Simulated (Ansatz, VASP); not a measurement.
# Sr: VASP beside Ansatz

File POSCAR:

```
Sr
1.0
    0.0000000000      3.0336031291      3.0336031291
    3.0336031291      0.0000000000      3.0336031291
    3.0336031291      3.0336031291      0.0000000000
Sr
1
Direct
    0.0000000000      0.0000000000      0.0000000000
```

INCAR.step1

```
PREC = Accurate
ENCUT = 520
ISMEAR = -1
SIGMA = 0.03
LREAL = False
LASPH = True
NELM = 60
NBANDS = 11
GGA = PE
ALGO = Normal
EDIFF = 1E-4
LWAVE = True
LCHARG = False
```

INCAR.step2

```
PREC = Accurate
ENCUT = 520
EDIFF = 1E-8
ISMEAR = -1
SIGMA = 0.03
LREAL = False
LASPH = True
NELM = 60
ALGO = Normal
ISIF = 2
LWAVE = False
LCHARG = False
METAGGA = R2SCAN
LMIXTAU = True
LEFG = True
NBANDS = 11
ISTART = 1
```

KPOINTS

```
regular mesh
0
Gamma
  9 9 9
```

Input for Ansatz:

```yaml
crystal:
  lattice:
    - [0.0, 3.0336031291, 3.0336031291]
    - [3.0336031291, 0.0, 3.0336031291]
    - [3.0336031291, 3.0336031291, 0.0]
  atoms:
    - { symbol: Sr, position: [0.0, 0.0, 0.0] }
kpoints:
  mp_grid: { grid: [9, 9, 9] }
  band_path:
    path:
      - [0.0, 0.0, 0.0]
      - [0.5, 0.0, 0.5]
      - [0.625, 0.25, 0.625]
      - [0.375, 0.375, 0.75]
      - [0.0, 0.0, 0.0]
      - [0.5, 0.5, 0.5]
      - [0.5, 0.25, 0.75]
      - [0.5, 0.0, 0.5]
    npoints: 8
scf:
  occupations: { method: fermi_dirac, width: 0.03 }
hamiltonian:
  xc: r2scan
  pseudopotentials: { kind: paw }
output:
  forces: true
  stress: true
  eigenvalues: true
  efg: { contact_densities: true }
  populations: true
  bader: true
  dos: { projected: true, de: 0.2, e_range: [-14, 8] }
```

Alike in both runs: task electric field gradients; functional r2SCAN; k mesh 9 × 9 × 9; occupations fermi-dirac, width 0.03 eV; no spin polarisation.

|  | VASP | Ansatz |
| --- | --- | --- |
| version | VASP 6.6.1 | Ansatz 0.2.0 |
| potentials or method | VASP PAW PBE potentials, release 64 (Sr_sv) | PAW with Ansatz's default frozen-core files, scalar-relativistic |
| plane-wave cutoff (eV) | 520 | 500 |
| valence electrons in the cell | 10 | 10 |

```tsv
	VASP	Ansatz	Ansatz less VASP
pressure (GPa)	0.2	0.2	-0.01
```

VASP's potentials were made for PBE, not for r2SCAN.
